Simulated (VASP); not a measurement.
# TiAl (Pm-3m) in VASP: a series of runs

TiAl is run at these levels: PBEsol, LDA, r2SCAN, PBE+D3(BJ); tasks: single point.

All numbers are computed with VASP 6.6.1; they aren't measurements. Logs are shortened: lines on timing, memory, paths and dates and some standing lists are left out, and cuts for length are marked.

## 1. The cell of the first run

The structure is cubic, space group Pm-3m (No. 221). The conventional cell has a = 3.200 Å, b = 3.200 Å, c = 3.200 Å, α = 90.00°, β = 90.00°, γ = 90.00°. Ti (site symmetry m-3m) has 8 Al at 2.77 Å and 6 Ti at 3.20 Å within 3.7 Å. Within 3.7 Å of Al (site symmetry m-3m) lie 8 Ti at 2.77 Å and 6 Al at 3.20 Å.

## 2. Single point, PBEsol (volume scaled by 1.02)

The input, INCAR:

```
ALGO     = Normal         # electronic algorithm
EDIFF    = 1E-7           # SCF threshold, eV
ENCUT    = 520            # plane-wave cutoff, eV
GGA      = PS             # functional
ISIF     = 2              # what is computed and relaxed
ISMEAR   = -1             # smearing method
LASPH    = T              # aspherical terms in the spheres
LCHARG   = F              # write CHGCAR
LREAL    = F              # projectors in reciprocal space
LWAVE    = F              # write WAVECAR
NBANDS   = 14             # bands
NELM     = 100            # most SCF steps
PREC     = Accurate       # precision mode
SIGMA    = 0.05           # smearing width, eV
```

The input, KPOINTS:

```
k-points
0
Gamma
  8 8 8
```

The input, POSCAR:

```
TiAl
1.0
    3.2001180175      0.0000000000      0.0000000000
    0.0000000000      3.2001180175      0.0000000000
    0.0000000000      0.0000000000      3.2001180175
Ti Al
1 1
Direct
    0.0000000000      0.0000000000      0.0000000000
    0.5000000000      0.5000000000      0.5000000000
```

Potentials or basis: VASP PAW PBE potentials, release 64 (Ti_sv, Al).

On the command line:

```console
$ cat potpaw_PBE.64/Ti_sv/POTCAR potpaw_PBE.64/Al/POTCAR > POTCAR
$ mpirun -np 1 vasp_std > vasp.out
```

OUTCAR:

```text
EDIFF = 1E-7
   ENCUT = 520
   GGA = PS
   ISIF = 2
   ISMEAR = -1
   LASPH = T
   LREAL = F
   NELM = 100
   PREC = Accurate

 ion  position               nearest neighbor table
   1  0.000  0.000  0.000-   2 2.77   2 2.77   2 2.77   2 2.77   2 2.77   2 2.77   2 2.77   2 2.77

   2  0.500  0.500  0.500-   1 2.77   1 2.77   1 2.77   1 2.77   1 2.77   1 2.77   1 2.77   1 2.77

  LATTYP: Found a simple cubic cell.
 ALAT       =     3.2001180175

  Lattice vectors:

 A1 = (   3.2001180175,   0.0000000000,   0.0000000000)
 A2 = (   0.0000000000,   3.2001180175,   0.0000000000)
 A3 = (   0.0000000000,   0.0000000000,   3.2001180175)

Analysis of symmetry for initial positions (statically):
=====================================================================
 Subroutine PRICEL returns:
 Original cell was already a primitive cell.

 Routine SETGRP: Setting up the symmetry group for a
 simple cubic supercell.

 Subroutine GETGRP returns: Found 48 space group operations
 (whereof 48 operations were pure point group operations)
 out of a pool of 48 trial point group operations.

The static configuration has the point symmetry O_h .

Analysis of symmetry for dynamics (positions and initial velocities):
=====================================================================
 Subroutine PRICEL returns:
 Original cell was already a primitive cell.

 Routine SETGRP: Setting up the symmetry group for a
 simple cubic supercell.

 Subroutine GETGRP returns: Found 48 space group operations
 (whereof 48 operations were pure point group operations)
 out of a pool of 48 trial point group operations.

The dynamic configuration has the point symmetry O_h .

 Subroutine INISYM returns: Found 48 space group operations
 (whereof 48 operations are pure point group operations),
 and found     1 'primitive' translations

----------------------------------------------------------------------------------------

                                     Primitive cell

  volume of cell :      32.7716

  direct lattice vectors                    reciprocal lattice vectors
     3.200118017  0.000000000  0.000000000     0.312488475  0.000000000  0.000000000
     0.000000000  3.200118017  0.000000000     0.000000000  0.312488475  0.000000000
     0.000000000  0.000000000  3.200118017     0.000000000  0.000000000  0.312488475

  length of vectors
     3.200118017  3.200118017  3.200118017     0.312488475  0.312488475  0.312488475

  position of ions in fractional coordinates (direct lattice)
     0.000000000  0.000000000  0.000000000
     0.500000000  0.500000000  0.500000000

  ion indices of the primitive-cell ions
   primitive index   ion index
                 1           1
                 2           2

----------------------------------------------------------------------------------------

 KPOINTS: k-points

Automatic generation of k-mesh.
 Grid dimensions read from file:
 generate k-points for:    8    8    8

 Generating k-lattice:

  Cartesian coordinates                     Fractional coordinates (reciprocal lattice)
     0.039061059  0.000000000  0.000000000     0.125000000  0.000000000  0.000000000
     0.000000000  0.039061059  0.000000000     0.000000000  0.125000000  0.000000000
     0.000000000  0.000000000  0.039061059     0.000000000  0.000000000  0.125000000

  Length of vectors
     0.039061059  0.039061059  0.039061059

  Shift w.r.t. Gamma in fractional coordinates (k-lattice)
     0.000000000  0.000000000  0.000000000

 Subroutine IBZKPT returns following result:
 ===========================================

 Found     35 irreducible k-points:

 Following reciprocal coordinates:
            Coordinates               Weight
  0.000000  0.000000  0.000000      1.000000
  0.125000  0.000000  0.000000      6.000000
  0.250000  0.000000  0.000000      6.000000
  0.375000  0.000000  0.000000      6.000000
  0.500000  0.000000  0.000000      3.000000
  0.125000  0.125000  0.000000     12.000000
[... 16 lines left out ...]
  0.375000  0.375000  0.125000     24.000000
[... 43 lines left out ...]

 E-fermi :   8.4639     XC(G=0): -11.1040

 val. band max:        8.4610659925   @ k =   0.3750   0.3750   0.2500
 cond. band min:       8.4707435327   @ k =   0.5000   0.3750   0.2500
 fundamental gap:      0.0096775402
 Fermi energy:         8.4638567869

 k-point     1 :       0.0000    0.0000    0.0000
  band No.  band energies     occupation
      1     -48.2375      2.00000
      2     -24.5403      2.00000
      3     -24.5403      2.00000
      4     -24.5403      2.00000
      5      -0.7007      2.00000
      6       7.0783      2.00000
      7       7.0783      2.00000
      8      10.2109      0.00000
      9      10.2109      0.00000
     10      10.2109      0.00000
     11      12.7921      0.00000
     12      12.7921      0.00000
     13      12.7921      0.00000
     14      17.2016      0.00000

 k-point     2 :       0.1250    0.0000    0.0000
  band No.  band energies     occupation
      1     -48.2355      2.00000
      2     -24.5641      2.00000
      3     -24.5382      2.00000
      4     -24.5382      2.00000
      5      -0.4563      2.00000
      6       6.9246      2.00000
      7       7.1856      2.00000
      8       9.8394      0.00000
      9       9.8394      0.00000
     10      10.2390      0.00000
     11      11.9447      0.00000
     12      13.3465      0.00000
     13      13.3465      0.00000
     14      16.8905      0.00000

 k-point     3 :       0.2500    0.0000    0.0000
  band No.  band energies     occupation
      1     -48.2306      2.00000
      2     -24.6214      2.00000
      3     -24.5331      2.00000
      4     -24.5331      2.00000
      5       0.2564      2.00000
      6       6.1352      2.00000
      7       7.4673      2.00000
      8       9.2178      0.00000
      9       9.2178      0.00000
     10      10.3082      0.00000
     11      11.1480      0.00000
     12      14.5397      0.00000
     13      14.5397      0.00000
     14      16.1213      0.00000
[... 324 lines left out ...]
 k-point    23 :       0.3750    0.3750    0.1250
  band No.  band energies     occupation
      1     -48.2123      2.00000
      2     -24.6581      2.00000
      3     -24.6558      2.00000
      4     -24.5381      2.00000
      5       3.0083      2.00000
      6       5.8498      2.00000
      7       6.3652      2.00000
      8       8.1615      1.99528
      9       9.1507      0.00000
     10       9.3652      0.00000
     11      11.3887      0.00000
     12      12.8230      0.00000
     13      14.2386      0.00000
     14      15.5636      0.00000

 k-point    24 :       0.5000    0.3750    0.1250
  band No.  band energies     occupation
      1     -48.2104      2.00000
      2     -24.6791      2.00000
      3     -24.6538      2.00000
      4     -24.5358      2.00000
      5       3.4718      2.00000
      6       5.4914      2.00000
      7       6.5374      2.00000
      8       7.8971      1.99998
      9       9.3298      0.00000
     10       9.3542      0.00000
     11      11.2557      0.00000
     12      13.0038      0.00000
     13      13.4429      0.00000
     14      15.7614      0.00000

 [... further k-points ...]
[... 5 lines left out ...]
  --------------------------------------------------------------------------------------
  -------------------------------------------------------------------------------------
  Total       -0.8982273     -0.8982273     -0.8982273     -0.0000000     -0.0000000     -0.0000000
  in kB      -43.9135783    -43.9135783    -43.9135783     -0.0000000     -0.0000000     -0.0000000
  external PRESSURE =     -43.9135783 kB  Pullay stress =       0.0000000 kB

 VOLUME and BASIS-vectors are now :
 -----------------------------------------------------------------------------
  energy-cutoff  :      520.00
  volume of cell :       32.77
      direct lattice vectors                 reciprocal lattice vectors
     3.200118017  0.000000000  0.000000000     0.312488475  0.000000000  0.000000000
     0.000000000  3.200118017  0.000000000     0.000000000  0.312488475  0.000000000
     0.000000000  0.000000000  3.200118017     0.000000000  0.000000000  0.312488475

 POSITION                                       TOTAL-FORCE (eV/Angst)
 -----------------------------------------------------------------------------------
      0.00000      0.00000      0.00000         0.000000      0.000000      0.000000
      1.60006      1.60006      1.60006         0.000000      0.000000      0.000000
 -----------------------------------------------------------------------------------
    total drift:                                0.000000      0.000000      0.000000

  FREE ENERGIE OF THE ION-ELECTRON SYSTEM (eV)
  ---------------------------------------------------
  free  energy   TOTEN  =       -12.9552643266 eV

  energy  without entropy=      -12.9312492459  energy(sigma->0) =      -12.94325679
```

Run time: 4.6 s. Hardware: 1 thread of Intel Xeon 6975P-C (Granite Rapids), shared host; peak memory 0.14 GiB.

Results:

```
Free energy : -12.9553 eV
Pressure    : -4.4 GPa
```

Caveat: the cell differs from its parent crystal (volume scaled by 1.02); the PAW data sets were made with another functional, which shifts forces and pressure a little.

## 3. Single point, PBEsol (volume scaled by 1.04)

The input, INCAR:

```
PREC = Accurate
ENCUT = 520
EDIFF = 1E-6
ISMEAR = -1
SIGMA = 0.05
LREAL = F
LASPH = T
NELM = 60
ALGO = Normal
ISIF = 2
LWAVE = F
LCHARG = F
GGA = PS
NBANDS = 14
```

The input, KPOINTS:

```
regular mesh
0
Gamma
  8 8 8
```

The input, POSCAR:

```
TiAl
1.0
    3.2208985869      0.0000000000      0.0000000000
    0.0000000000      3.2208985869      0.0000000000
    0.0000000000      0.0000000000      3.2208985869
Ti Al
1 1
Direct
    0.0000000000      0.0000000000      0.0000000000
    0.5000000000      0.5000000000      0.5000000000
```

Potentials or basis: VASP PAW PBE potentials, release 64 (Ti_sv, Al).

On the command line:

```console
$ cat potpaw_PBE.64/Ti_sv/POTCAR potpaw_PBE.64/Al/POTCAR > POTCAR
$ mpirun -np 1 vasp_std > vasp.out
```

Run time: 4 s. Hardware: 1 thread of Intel Xeon 6975P-C (Granite Rapids), shared host; peak memory 0.14 GiB.

Results (log left out):

| Quantity | Value |
| --- | --- |
| Free energy | -12.9340 eV |
| Pressure | -6.4 GPa |

Levels at points of the mesh, in eV from the Fermi level:
```tsv
k point	band 3	band 4	band 5	band 6	band 7	band 8	band 9	band 10	band 11	band 12
(0.00, 0.00, 0.00)	-33.04	-33.04	-9.08	-1.34	-1.34	1.70	1.70	1.70	4.24	4.24
(0.50, 0.00, 0.00)	-33.03	-33.03	-5.95	-5.07	-0.50	0.13	0.13	1.90	2.85	6.50
(0.50, 0.50, 0.00)	-33.17	-33.02	-4.90	-2.07	-2.07	-1.42	0.67	0.67	2.61	4.46
(0.50, 0.50, 0.50)	-33.16	-33.16	-2.97	-2.97	-2.97	0.44	2.67	2.67	2.81	2.81
```

Caveat: the cell differs from its parent crystal (volume scaled by 1.04); the PAW data sets were made with another functional, which shifts forces and pressure a little.

## 4. Single point, LDA (volume scaled by 1.06)

The input, INCAR:

```
SYSTEM = TiAl
PREC     = Accurate       ! precision mode
ENCUT    = 520            ! plane-wave cutoff, eV
EDIFF    = 1E-6           ! SCF threshold, eV
ISMEAR   = -1             ! smearing method
SIGMA    = 0.05           ! smearing width, eV
LREAL    = .FALSE.        ! projectors in reciprocal space
LASPH    = .TRUE.         ! aspherical terms in the spheres
NELM     = 100            ! most SCF steps
ALGO     = Normal         ! electronic algorithm
ISIF     = 2              ! what is computed and relaxed
LWAVE    = .FALSE.        ! write WAVECAR
LCHARG   = .FALSE.        ! write CHGCAR
NBANDS   = 14             ! bands
```

The input, KPOINTS:

```
Automatic mesh
0
G
  8 8 8
  0 0 0
```

The input, POSCAR:

```
TiAl
1.0
    3.2414144177      0.0000000000      0.0000000000
    0.0000000000      3.2414144177      0.0000000000
    0.0000000000      0.0000000000      3.2414144177
Ti Al
1 1
Direct
    0.0000000000      0.0000000000      0.0000000000
    0.5000000000      0.5000000000      0.5000000000
```

Potentials or basis: VASP PAW LDA potentials, release 64 (Ti_sv, Al).

On the command line:

```console
$ cat potpaw_LDA.64/Ti_sv/POTCAR potpaw_LDA.64/Al/POTCAR > POTCAR
$ mpirun -np 1 vasp_std > vasp.out
```

Run time: 3.5 s. Hardware: 1 thread of Intel Xeon 6975P-C (Granite Rapids), shared host; peak memory 0.13 GiB.

Results (log left out):

```
Free energy : -13.1736 eV
Pressure    : -11.0 GPa
```

Levels at points of the mesh, in eV from the Fermi level:
| k point | band 3 | band 4 | band 5 | band 6 | band 7 | band 8 | band 9 | band 10 | band 11 | band 12 |
| --- | --- | --- | --- | --- | --- | --- | --- | --- | --- | --- |
| (0.00, 0.00, 0.00) | -32.89 | -32.89 | -8.94 | -1.28 | -1.28 | 1.62 | 1.62 | 1.62 | 4.15 | 4.15 |
| (0.50, 0.00, 0.00) | -32.88 | -32.88 | -5.88 | -4.95 | -0.48 | 0.10 | 0.10 | 1.81 | 2.76 | 6.57 |
| (0.50, 0.50, 0.00) | -33.02 | -32.87 | -4.85 | -1.99 | -1.99 | -1.37 | 0.63 | 0.63 | 2.53 | 4.29 |
| (0.50, 0.50, 0.50) | -33.00 | -33.00 | -2.90 | -2.90 | -2.90 | 0.24 | 2.59 | 2.59 | 2.85 | 2.85 |

Caveat: the cell differs from its parent crystal (volume scaled by 1.06).

## 5. Single point, r2SCAN

This run uses another cell than the first one, of 16.06 Å³/atom, 0.980 times its volume.

The input, POSCAR:

```
TiAl
1.0
    3.1790640000      0.0000000000      0.0000000000
    0.0000000000      3.1790640000      0.0000000000
    0.0000000000      0.0000000000      3.1790640000
Ti Al
1 1
Direct
    0.0000000000      0.0000000000      0.0000000000
    0.5000000000      0.5000000000      0.5000000000
```

The input, INCAR.step1:

```
SYSTEM = TiAl
ALGO     = Normal         ! electronic algorithm
EDIFF    = 1E-4           ! SCF threshold, eV
ENCUT    = 520            ! plane-wave cutoff, eV
GGA      = PE             ! functional
ISMEAR   = 1              ! smearing method
LASPH    = .TRUE.         ! aspherical terms in the spheres
LCHARG   = .FALSE.        ! write CHGCAR
LREAL    = .FALSE.        ! projectors in reciprocal space
LWAVE    = .TRUE.         ! write WAVECAR
NBANDS   = 14             ! bands
NELM     = 80             ! most SCF steps
PREC     = Accurate       ! precision mode
SIGMA    = 0.1            ! smearing width, eV
```

The input, INCAR.step2:

```
SYSTEM = TiAl
ALGO     = Normal         ! electronic algorithm
EDIFF    = 1E-6           ! SCF threshold, eV
ENCUT    = 520            ! plane-wave cutoff, eV
ISIF     = 2              ! what is computed and relaxed
ISMEAR   = 1              ! smearing method
ISTART   = 1            
LASPH    = .TRUE.         ! aspherical terms in the spheres
LCHARG   = .FALSE.        ! write CHGCAR
LMIXTAU  = .TRUE.       
LREAL    = .FALSE.        ! projectors in reciprocal space
LWAVE    = .FALSE.        ! write WAVECAR
METAGGA  = R2SCAN         ! meta-GGA
NBANDS   = 14             ! bands
NELM     = 80             ! most SCF steps
PREC     = Accurate       ! precision mode
SIGMA    = 0.1            ! smearing width, eV
```

The input, KPOINTS:

```
k-points
0
G
  8 8 8
  0 0 0
```

Potentials or basis: VASP PAW PBE potentials, release 64 (Ti_sv, Al).

On the command line:

```console
$ cat potpaw_PBE.64/Ti_sv/POTCAR potpaw_PBE.64/Al/POTCAR > POTCAR
$ cp INCAR.step1 INCAR
$ mpirun -np 1 vasp_std > vasp.out
$ cp INCAR.step2 INCAR
$ mpirun -np 1 vasp_std > vasp.out
```

Run time: 34 s. Hardware: 1 thread of Intel Xeon Platinum 8375C at 2.90GHz (Ice Lake), shared host; peak memory 0.15 GiB.

It converged, with:

```
Free energy : -20.3040 eV
Pressure    : -0.7 GPa
```

Levels at points of the mesh, in eV from the Fermi level:
| k point | band 5 | band 6 | band 7 | band 8 | band 9 | band 10 |
| --- | --- | --- | --- | --- | --- | --- |
| (0.00, 0.00, 0.00) | -9.84 | -1.60 | -1.60 | 2.06 | 2.06 | 2.06 |
| (0.50, 0.00, 0.00) | -6.42 | -5.58 | -0.64 | 0.30 | 0.30 | 2.28 |
| (0.50, 0.50, 0.00) | -5.21 | -2.39 | -2.39 | -1.61 | 0.89 | 0.89 |
| (0.50, 0.50, 0.50) | -3.25 | -3.25 | -3.25 | 0.95 | 2.89 | 2.89 |

Caveat: the PAW data sets were made with another functional, which shifts forces and pressure a little.

## 6. Single point, PBE+D3(BJ)

This run uses another cell than the first one, of 15.48 Å³/atom, 0.945 times its volume.

The input, INCAR:

```
SYSTEM = TiAl
ALGO = Fast
EDIFF = 1E-7
ENCUT = 520
GGA = PE
ISIF = 2
ISMEAR = -1
IVDW = 12
LASPH = .TRUE.
LCHARG = .TRUE.
LELF = .TRUE.
LREAL = .FALSE.
LVHAR = .TRUE.
LWAVE = .FALSE.
NBANDS = 14
NELM = 60
PREC = Accurate
SIGMA = 0.05
```

KPOINTS is that of step 5.

The input, POSCAR:

```
TiAl
1.0
    3.1399973309      0.0000000000      0.0000000000
    0.0000000000      3.1399973309      0.0000000000
    0.0000000000      0.0000000000      3.1399973309
Ti Al
1 1
Direct
    0.0000000000      0.0000000000      0.0000000000
    0.5000000000      0.5000000000      0.5000000000
```

Potentials or basis: VASP PAW PBE potentials, release 64 (Ti_sv, Al).

On the command line:

```console
$ cat potpaw_PBE.64/Ti_sv/POTCAR potpaw_PBE.64/Al/POTCAR > POTCAR
$ mpirun -np 1 vasp_std > vasp.out
```

Wall time 12 s (1 thread of Intel Xeon 6975P-C (Granite Rapids), shared host); peak memory 0.15 GiB.

The run converged. Its results:

```yaml
Free_energy: -13.1027 eV
Pressure: -0.1 GPa
Dispersion_energy_per_atom: -0.505 eV
```

Levels at points of the mesh, in eV from the Fermi level:
```
           k point  band 5  band 6  band 7  band 8  band 9  band 10
(0.00, 0.00, 0.00)   -9.44   -1.53   -1.53    1.89    1.89     1.89
(0.50, 0.00, 0.00)   -6.09   -5.30   -0.59    0.16    0.16     2.11
(0.50, 0.50, 0.00)   -5.12   -2.12   -2.12   -1.51    0.73     0.73
(0.50, 0.50, 0.50)   -3.21   -3.21   -3.21    0.85    2.93     2.93
```

Caveat: pairwise dispersion overbinds metals, which lowers pressure and volume.

## 7. Summary

| level | potentials or basis | cell | smearing | gap on the mesh (eV) | pressure (GPa) |
| --- | --- | --- | --- | --- | --- |
| PBEsol | VASP PAW PBE potentials, release 64 (Ti_sv, Al) | a = 3.200 Å, 2 atoms | fermi-dirac 0.05 eV | none | -4.4 |
| PBEsol | VASP PAW PBE potentials, release 64 (Ti_sv, Al) | a = 3.221 Å, 2 atoms | fermi-dirac 0.05 eV | none | -6.4 |
| LDA | VASP PAW LDA potentials, release 64 (Ti_sv, Al) | a = 3.241 Å, 2 atoms | fermi-dirac 0.05 eV | none | -11.0 |
| r2SCAN | VASP PAW PBE potentials, release 64 (Ti_sv, Al) | a = 3.179 Å, 2 atoms | methfessel-paxton 0.1 eV | none | -0.7 |
| PBE+D3(BJ) | VASP PAW PBE potentials, release 64 (Ti_sv, Al) | a = 3.140 Å, 2 atoms | fermi-dirac 0.05 eV | none | -0.1 |

Alike in all rows: task single point; no spin polarisation; k mesh 8 × 8 × 8; cutoff (eV) 520.

Caveats: the PAW data sets were made with another functional, which shifts forces and pressure a little (some runs); pairwise dispersion overbinds metals, which lowers pressure and volume (some runs).

Total energies depend on the potentials used, so only differences within one code and one set of settings carry meaning.
